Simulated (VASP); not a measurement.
Write the native input for VASP 6.6.1 that does the following.

* Task: relaxation of cell and atoms
* Functional: PBE
* Potentials or basis: VASP PAW PBE potentials, release 64 (Ca_sv, Sn_d, N)
* Cutoff: 600 eV
* k mesh: 4 × 4 × 3
* Occupations: gaussian, width 0.2 eV
* Spin: no spin polarisation
* Dipole correction: no
* Further INCAR settings: ALGO = Normal; EDIFF = 1e-07; IBRION = 2; EDIFFG = -0.08; NSW = 36; ISIF = 3

The structure of Ca5SnN lies in POSCAR:

```
Ca5SnN
1.0
    4.4618195400      0.0000000000      0.0000000000
    0.0000000000      4.4618195400      0.0000000000
    0.0000000000      0.0000000000      7.1063450400
Ca Sn N
5 1 1
Direct
    0.0000000000      0.5000000000      0.3035183000
    0.0000000000      0.5000000000      0.6964817000
    0.5000000000      0.0000000000      0.3035183000
    0.5000000000      0.0000000000      0.6964817000
    0.5000000000      0.5000000000      0.0000000000
    0.0000000000      0.0000000000      0.5000000000
    0.0000000000      0.0000000000      0.0000000000
```

The cell was generated, and may not be a known phase.

The input as run:

INCAR

```
PREC = Accurate
ENCUT = 600
EDIFF = 1E-7
ISMEAR = 0
SIGMA = 0.2
LREAL = F
LASPH = T
NELM = 120
ALGO = Normal
ISIF = 3
LWAVE = F
LCHARG = F
GGA = PE
IBRION = 2
NSW = 36
EDIFFG = -0.08
GGA_COMPAT = F
NELMIN = 4
```

KPOINTS

```
regular mesh
0
Gamma
  4 4 3
```

Potentials or basis: VASP PAW PBE potentials, release 64 (Ca_sv, Sn_d, N).

Command:

```bash
$ cat potpaw_PBE.64/Ca_sv/POTCAR potpaw_PBE.64/Sn_d/POTCAR potpaw_PBE.64/N/POTCAR > POTCAR
$ mpirun -np 1 vasp_std > vasp.out
```

It gave:

- Relaxed volume: 30.20 Å³/atom
- Relaxed cell: a = 4.850 Å, b = 4.850 Å, c = 8.989 Å, α = 90.00°, β = 90.00°, γ = 90.00°
- Space group after relaxing (to 0.1 Å): P4/mmm (No. 123)
- Energy gained by relaxing: 942.6 meV/atom
- Ionic steps: 8
- Pressure after relaxing: 0.0 GPa
- Largest force after relaxing: 0.048 eV/Å
- Band gap on the k mesh: zero (an odd number of electrons rules out a gap without spin polarisation)

Caveat: the volume moved by over 15 % at a fixed basis, so the end points are rough; spin-orbit coupling is left out, which moves the levels of the heavy elements; the relaxation stopped at a loose force limit of 0.08 eV/Å, so its end isn't a converged minimum.

Run time: 21 min on 1 thread of Intel Xeon 8259CL (shared host), peak memory 0.32 GiB.
